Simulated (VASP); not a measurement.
# MgO (I4mm) in VASP: further runs

The runs below take MgO through single point, with r2SCAN.

All numbers are computed with VASP 6.6.1; they aren't measurements. Logs are shortened: lines on timing, memory, paths and dates and some standing lists are left out, and cuts for length are marked.

## 1. The cell of the first run

Symmetry: I4mm, No. 107, tetragonal system. The conventional cell has a = 3.020 Å, b = 3.020 Å, c = 4.270 Å, α = 90.00°, β = 90.00°, γ = 90.00°. Mg (site symmetry 4mm) has 5 O at 1.64 to 2.19 Å within 2.2 Å. Within 2.2 Å of O (site symmetry 4mm) lie 5 Mg at 1.64 to 2.19 Å.

## 2. Single point, r2SCAN (all Mg atoms moved -0.500 Å, as atom 1 along Cartesian [0 1 0])

The input, POSCAR:

```
MgO
1.0
    0.0000000000      2.1351500000      2.1351500000
    2.1351500000      0.0000000000      2.1351500000
    2.1351500000      2.1351500000      0.0000000000
Mg O
1 1
Direct
   -0.1170877924      0.1170877924     -0.1170877924
    0.5000000000      0.5000000000      0.5000000000
```

The input, INCAR.step1:

```
  ALGO = Normal
  EDIFF = 1E-4
  ENCUT = 520
  GGA = PE
  ISMEAR = 0
  LASPH = T
  LCHARG = F
  LREAL = F
  LWAVE = T
  NBANDS = 11
  NELM = 80
  PREC = Accurate
  SIGMA = 0.05
```

The input, INCAR.step2:

```
  ALGO = Normal
  EDIFF = 1E-6
  ENCUT = 520
  ISIF = 2
  ISMEAR = 0
  ISTART = 1
  LASPH = T
  LCHARG = F
  LMIXTAU = T
  LREAL = F
  LWAVE = F
  METAGGA = R2SCAN
  NBANDS = 11
  NELM = 80
  PREC = Accurate
  SIGMA = 0.05
```

The input, KPOINTS:

```
k-points
0
Gamma
  10 10 10
```

Potentials or basis: VASP PAW PBE potentials, release 64 (Mg, O).

Started as:

```
$ cat potpaw_PBE.64/Mg/POTCAR potpaw_PBE.64/O/POTCAR > POTCAR
$ cp INCAR.step1 INCAR
$ mpirun -np 1 vasp_std > vasp.out
$ cp INCAR.step2 INCAR
$ mpirun -np 1 vasp_std > vasp.out
```

OUTCAR:

```text
EDIFF = 1E-6
   ENCUT = 520
   ISIF = 2
   ISMEAR = 0
   ISTART = 1
   LASPH = T
   LREAL = F
   METAGGA = R2SCAN
   NELM = 80
   PREC = Accurate

 ion  position               nearest neighbor table
   1  0.883  0.117  0.883-   2 1.64   2 2.19   2 2.19   2 2.19   2 2.19   2 2.64
   2  0.500  0.500  0.500-   1 1.64   1 2.19   1 2.19   1 2.19   1 2.19   1 2.64

  LATTYP: Found a face centered cubic cell.
 ALAT       =     4.2703000000

  Lattice vectors:

 A1 = (   0.0000000000,   2.1351500000,   2.1351500000)
 A2 = (   2.1351500000,   0.0000000000,   2.1351500000)
 A3 = (   2.1351500000,   2.1351500000,   0.0000000000)

Analysis of symmetry for initial positions (statically):
=====================================================================
 Subroutine PRICEL returns:
 Original cell was already a primitive cell.

 Routine SETGRP: Setting up the symmetry group for a
 face centered cubic supercell.

 Subroutine GETGRP returns: Found  8 space group operations
 (whereof  8 operations were pure point group operations)
 out of a pool of 48 trial point group operations.

The static configuration has the point symmetry C_4v.

Analysis of symmetry for dynamics (positions and initial velocities):
=====================================================================
 Subroutine PRICEL returns:
 Original cell was already a primitive cell.

 Routine SETGRP: Setting up the symmetry group for a
 face centered cubic supercell.

 Subroutine GETGRP returns: Found  8 space group operations
 (whereof  8 operations were pure point group operations)
 out of a pool of 48 trial point group operations.

The dynamic configuration has the point symmetry C_4v.

 Subroutine INISYM returns: Found  8 space group operations
 (whereof  8 operations are pure point group operations),
 and found     1 'primitive' translations

----------------------------------------------------------------------------------------

                                     Primitive cell

  volume of cell :      19.4677

  direct lattice vectors                    reciprocal lattice vectors
     0.000000000  2.135150000  2.135150000    -0.234175585  0.234175585  0.234175585
     2.135150000  0.000000000  2.135150000     0.234175585 -0.234175585  0.234175585
     2.135150000  2.135150000  0.000000000     0.234175585  0.234175585 -0.234175585

  length of vectors
     3.019558088  3.019558088  3.019558088     0.405604011  0.405604011  0.405604011

  position of ions in fractional coordinates (direct lattice)
     0.882912208  0.117087792  0.882912208
     0.500000000  0.500000000  0.500000000

  ion indices of the primitive-cell ions
   primitive index   ion index
                 1           1
                 2           2

----------------------------------------------------------------------------------------

 KPOINTS: k-points

Automatic generation of k-mesh.
 Grid dimensions read from file:
 generate k-points for:   10   10   10

 Generating k-lattice:

  Cartesian coordinates                     Fractional coordinates (reciprocal lattice)
    -0.023417558  0.023417558  0.023417558     0.100000000  0.000000000  0.000000000
     0.023417558 -0.023417558  0.023417558     0.000000000  0.100000000  0.000000000
     0.023417558  0.023417558 -0.023417558     0.000000000  0.000000000  0.100000000

  Length of vectors
     0.040560401  0.040560401  0.040560401

  Shift w.r.t. Gamma in fractional coordinates (k-lattice)
     0.000000000  0.000000000  0.000000000

 Subroutine IBZKPT returns following result:
 ===========================================

 Found    102 irreducible k-points:

 Following reciprocal coordinates:
            Coordinates               Weight
  0.000000  0.000000  0.000000      1.000000
  0.100000  0.000000  0.000000      8.000000
  0.200000  0.000000  0.000000      8.000000
  0.300000  0.000000  0.000000      8.000000
  0.400000  0.000000  0.000000      8.000000
  0.500000  0.000000  0.000000      4.000000
[... 16 lines left out ...]
 -0.100000  0.100000  0.000000      8.000000
  0.100000  0.000000 -0.100000      4.000000
 [... further k-points ...]
   k-points           NKPTS =    102   k-points in BZ     NKDIM =    102   number of bands    NBANDS=     11
   number of dos      NEDOS =    301   number of ions     NIONS =      2
   total plane-waves  NPLWV =  13824
   dimension x,y,z NGX =    24 NGY =   24 NGZ =   24
   dimension x,y,z NGXF=    48 NGYF=   48 NGZF=   48
   ions per type =               1   1
   NGX,Y,Z   is equivalent  to a cutoff of  13.21, 13.21, 13.21 a.u.
   NGXF,Y,Z  is equivalent  to a cutoff of  26.43, 26.43, 26.43 a.u.
 SYSTEM =  unknown system
   PREC   = accura    normal or accurate (medium, high low for compatibility)
   ISTART =      1    job   : 0-new  1-cont  2-samecut
   ICHARG =      0    charge: 1-file 2-atom 10-const
   ISPIN  =      1    spin polarized calculation?
   LNONCOLLINEAR =      F non collinear calculations
   LSORBIT =      F    spin-orbit coupling
   LASPH  =      T    aspherical Exc in radial PAW
   ENCUT  =  520.0 eV  38.22 Ry    6.18 a.u.   5.61  5.61  5.61*2*pi/ulx,y,z
   NELM   =     80;   NELMIN=  2; NELMDL=  0     # of ELM steps
   EDIFF  = 0.1E-05   stopping-criterion for ELM
   LREAL  =      F    real-space projection
   EDIFFG = 0.1E-04   stopping-criterion for IOM
   NSW    =      0    number of steps for IOM
   IBRION =     -1    ionic relax: 0-MD 1-quasi-New 2-CG
   NFREE  =      0    steps in history (QN), initial steepest desc. (CG)
   ISIF   =      2    stress and relaxation
   ISYM   =      2    0-nonsym 1-usesym 2-fastsym
   POTIM  = 0.5000    time-step for ionic-motion
   TEBEG  =    0.0;   TEEND  =   0.0 temperature during run
   PSTRESS=    0.0 pullay stress
   NELECT =       8.0000    total number of electrons
   NUPDOWN=      -1.0000    fix difference up-down
   EMIN   =  10.00;   EMAX   =-10.00  energy-range for DOS
   EFERMI =   0.00;   METHOD = LEGACY
   ISMEAR =     0;   SIGMA  =   0.05  broadening in eV -4-tet -1-fermi 0-gaus
   EFERMI_NEDOS =   21; number of points for ismear=-14 and -15
   IALGO  =     38    algorithm
   IMIX   =      4    mixing-type and parameters
     AMIX     =   0.40;   BMIX     =  1.00
     AMIX_MAG =   1.60;   BMIX_MAG =  1.00
  volume/ion in A,a.u.               =       9.73        65.69
  Fermi-wavevector in a.u.,A,eV,Ry     =   1.217119  2.300022 20.155386  1.481379
  Thomas-Fermi vector in A             =   2.352450
   LORBIT       =      0    0 simple, 1 ext, 2 COOP (PROOUT), +10 PAW based schemes
   METAGGA = R2SCAN    functional components
   LHFCALC =     F    Hartree Fock is set to
   AEXX    =    0.0000 exact exchange contribution
   IVDW    =     0    specifies the selected vdW correction
   LEPSILON=     F    determine dielectric tensor
   LRPA    =     F    only Hartree local field effects (RPA)
 non-spin polarized calculation
 Gauss-broadening in eV      SIGMA  =   0.05
  energy-cutoff  :      520.00
  volume of cell :       19.47
 maximum number of plane-waves:       544
   NGX = 11   NGY = 11   NGZ = 11

 number of electron       8.0000002 magnetization

 Free energy of the ion-electron system (eV)
  ---------------------------------------------------
  ext. energy  EPLUGINS =         0.00000000
  ---------------------------------------------------
  free energy    TOTEN  =       -14.92847258 eV

  energy without entropy =      -14.92847258  energy(sigma->0) =      -14.92847258

 E-fermi :   2.4538     XC(G=0): -11.2840

 val. band max:        2.2301518695   @ k =   0.0000   0.0000   0.0000
 cond. band min:       7.3946637232   @ k =   0.0000   0.0000   0.0000
 fundamental gap:      5.1645118537
 Fermi energy:         2.4538002240

 k-point     1 :       0.0000    0.0000    0.0000
  band No.  band energies     occupation
      1     -15.6234      2.00000
      2       2.0849      2.00000
      3       2.2302      2.00000
      4       2.2302      2.00000
      5       7.3947      0.00000
      6      19.5016      0.00000
      7      19.9296      0.00000
      8      19.9296      0.00000
      9      22.4971      0.00000
     10      24.9087      0.00000
     11      25.4296      0.00000

 k-point     2 :       0.1000    0.0000    0.0000
  band No.  band energies     occupation
      1     -15.5316      2.00000
      2       1.5300      2.00000
      3       2.1797      2.00000
      4       2.1852      2.00000
      5       7.9820      0.00000
      6      18.0631      0.00000
      7      19.9422      0.00000
      8      20.0697      0.00000
      9      23.9960      0.00000
     10      24.0292      0.00000
     11      24.9749      0.00000

 k-point     3 :       0.2000    0.0000    0.0000
  band No.  band energies     occupation
      1     -15.2811      2.00000
      2       0.3666      2.00000
      3       2.0569      2.00000
      4       2.0700      2.00000
      5       9.1927      0.00000
      6      16.2899      0.00000
      7      20.0247      0.00000
      8      20.1702      0.00000
      9      23.5391      0.00000
     10      23.7936      0.00000
     11      25.9126      0.00000

 k-point     4 :       0.3000    0.0000    0.0000
  band No.  band energies     occupation
      1     -14.9489      2.00000
      2      -0.8040      2.00000
      3       1.9108      2.00000
      4       1.9319      2.00000
      5      10.2889      0.00000
      6      15.2324      0.00000
      7      19.8182      0.00000
      8      19.9003      0.00000
      9      23.7523      0.00000
     10      24.3706      0.00000
     11      25.9896      0.00000
[... 239 lines left out ...]
 k-point    22 :       0.1000    0.0000   -0.2000
  band No.  band energies     occupation
      1     -15.1123      2.00000
      2      -0.1884      2.00000
      3       1.7785      2.00000
      4       2.0674      2.00000
      5      10.0754      0.00000
      6      15.4777      0.00000
      7      19.1718      0.00000
      8      20.2082      0.00000
      9      22.6348      0.00000
     10      24.6166      0.00000
     11      27.7330      0.00000

 k-point    23 :      -0.1000    0.1000    0.0000
  band No.  band energies     occupation
      1     -15.3869      2.00000
      2       0.9364      2.00000
      3       1.9333      2.00000
      4       2.1591      2.00000
      5       8.7203      0.00000
      6      16.9467      0.00000
      7      19.5483      0.00000
      8      20.5093      0.00000
      9      23.4314      0.00000
     10      24.5820      0.00000
     11      25.5538      0.00000

 k-point    24 :       0.1000    0.0000   -0.1000
  band No.  band energies     occupation
      1     -15.3881      2.00000
      2       0.8257      2.00000
      3       2.0186      2.00000
      4       2.1710      2.00000
      5       8.8445      0.00000
      6      16.8197      0.00000
      7      19.6730      0.00000
      8      20.2415      0.00000
      9      22.7467      0.00000
     10      24.3897      0.00000
     11      26.2257      0.00000

 [... further k-points ...]

------------------------ aborting loop because EDIFF is reached ----------------------------------------

  FORCE on cell =-STRESS in cart. coord.  units (eV):
  Direction    XX          YY          ZZ          XY          YZ          ZX
  --------------------------------------------------------------------------------------
  -------------------------------------------------------------------------------------
  Total       -1.3756699     11.2980989     -1.3756699      0.0000000      0.0000000      0.0000000
  in kB     -113.2164789    929.8240759   -113.2164789      0.0000000      0.0000000      0.0000000
  external PRESSURE =     234.4637061 kB  Pullay stress =       0.0000000 kB

 VOLUME and BASIS-vectors are now :
 -----------------------------------------------------------------------------
  energy-cutoff  :      520.00
  volume of cell :       19.47
      direct lattice vectors                 reciprocal lattice vectors
     0.000000000  2.135150000  2.135150000    -0.234175585  0.234175585  0.234175585
     2.135150000  0.000000000  2.135150000     0.234175585 -0.234175585  0.234175585
     2.135150000  2.135150000  0.000000000     0.234175585  0.234175585 -0.234175585

 POSITION                                       TOTAL-FORCE (eV/Angst)
 -----------------------------------------------------------------------------------
      2.13515      3.77030      2.13515         0.000000      7.861833      0.000000
      2.13515      2.13515      2.13515         0.000000     -7.861833      0.000000
 -----------------------------------------------------------------------------------
    total drift:                                0.000001     -0.008562      0.000001

  FREE ENERGIE OF THE ION-ELECTRON SYSTEM (eV)
  ---------------------------------------------------
  free  energy   TOTEN  =       -14.9284725766 eV

  energy  without entropy=      -14.9284725766  energy(sigma->0) =      -14.92847258
```

It took 24 s on 1 thread of Intel Xeon 6975P-C (Granite Rapids), shared host; peak memory 0.16 GiB.

What came out:

* Free energy: -14.9285 eV
* Pressure: 23.4 GPa
* Largest force: 7.862 eV/Å
* Band gap on the k mesh: 5.16 eV, direct

Forces on the atoms (eV/Å):
```
Mg   0.000  7.862  0.000
O    0.000 -7.862  0.000
```

Stress tensor (GPa, compression positive):
```
-11.32   0.00   0.00
  0.00  92.98   0.00
  0.00   0.00 -11.32
```

Levels at points of the mesh, in eV from the valence-band top:
```
           k point  band 1  band 2  band 3  band 4  band 5  band 6  band 7  band 8  band 9
(0.00, 0.00, 0.00)  -17.85   -0.15    0.00    0.00    5.16   17.27   17.70   17.70   20.27
(0.50, 0.00, 0.00)  -16.77   -4.19   -0.48   -0.45    8.74   12.69   17.01   17.55   21.16
(0.50, 0.50, 0.00)  -16.52   -3.72   -1.37   -1.09    9.87   10.80   14.08   19.62   20.67
(0.50, 0.00, 0.50)  -16.55   -3.39   -1.14   -1.14    9.57   10.23   13.87   20.05   20.05
```

Caveat: the cell differs from its parent crystal (all Mg atoms moved -0.500 Å, as atom 1 along Cartesian [0 1 0]); the PAW data sets were made with another functional, which shifts forces and pressure a little.

## 3. Single point, r2SCAN (all Mg atoms moved +0.375 Å, as atom 1 along Cartesian [0 1 0])

POSCAR, as its differences from that of step 2:

```diff
@@ -8,3 +8,3 @@
 Direct
-   -0.1170877924      0.1170877924     -0.1170877924
+    0.0878158443     -0.0878158443      0.0878158443
     0.5000000000      0.5000000000      0.5000000000
```

The input, INCAR.step1:

```
  PREC = Accurate
  ENCUT = 520
  ISMEAR = 0
  SIGMA = 0.05
  LREAL = F
  LASPH = T
  NELM = 100
  NBANDS = 11
  GGA = PE
  ALGO = Normal
  EDIFF = 1E-4
  LWAVE = T
  LCHARG = F
```

The input, INCAR.step2:

```
  PREC = Accurate
  ENCUT = 520
  EDIFF = 1E-7
  ISMEAR = 0
  SIGMA = 0.05
  LREAL = F
  LASPH = T
  NELM = 100
  ALGO = Normal
  ISIF = 2
  LWAVE = F
  LCHARG = F
  METAGGA = R2SCAN
  LMIXTAU = T
  NBANDS = 11
  ISTART = 1
```

The input, KPOINTS:

```
regular mesh
0
Gamma
  10 10 10
```

Potentials or basis: VASP PAW PBE potentials, release 64 (Mg, O).

Started as:

```
$ cat potpaw_PBE.64/Mg/POTCAR potpaw_PBE.64/O/POTCAR > POTCAR
$ cp INCAR.step1 INCAR
$ mpirun -np 1 vasp_std > vasp.out
$ cp INCAR.step2 INCAR
$ mpirun -np 1 vasp_std > vasp.out
```

Wall time 29 s (1 thread of Intel Xeon 6975P-C (Granite Rapids), shared host); peak memory 0.15 GiB.

Results (log left out):

| Property | Result |
| --- | --- |
| Free energy | -15.6308 eV |
| Pressure | 7.0 GPa |
| Largest force | 3.803 eV/Å |
| Band gap on the k mesh | 5.16 eV, direct |

Forces in eV/Å, atoms in the order of the input:
```
Mg   0.000 -3.803  0.000
O    0.000  3.803  0.000
```

Stress tensor (GPa, compression positive):
```
-10.19   0.00   0.00
  0.00  41.41   0.00
  0.00   0.00 -10.19
```

Levels at points of the mesh, in eV from the valence-band top:
```
           k point  band 2  band 3  band 4  band 5  band 6  band 7
(0.00, 0.00, 0.00)   -0.14    0.00    0.00    5.16   16.97   17.21
(0.50, 0.00, 0.00)   -4.31   -0.57   -0.52    8.64   12.88   16.98
(0.50, 0.50, 0.00)   -3.82   -1.35   -1.23   10.11   10.44   13.98
(0.50, 0.00, 0.50)   -3.66   -1.22   -1.22    9.91   10.10   13.91
```

Caveat: the cell differs from its parent crystal (all Mg atoms moved +0.375 Å, as atom 1 along Cartesian [0 1 0]); the PAW data sets were made with another functional, which shifts forces and pressure a little.
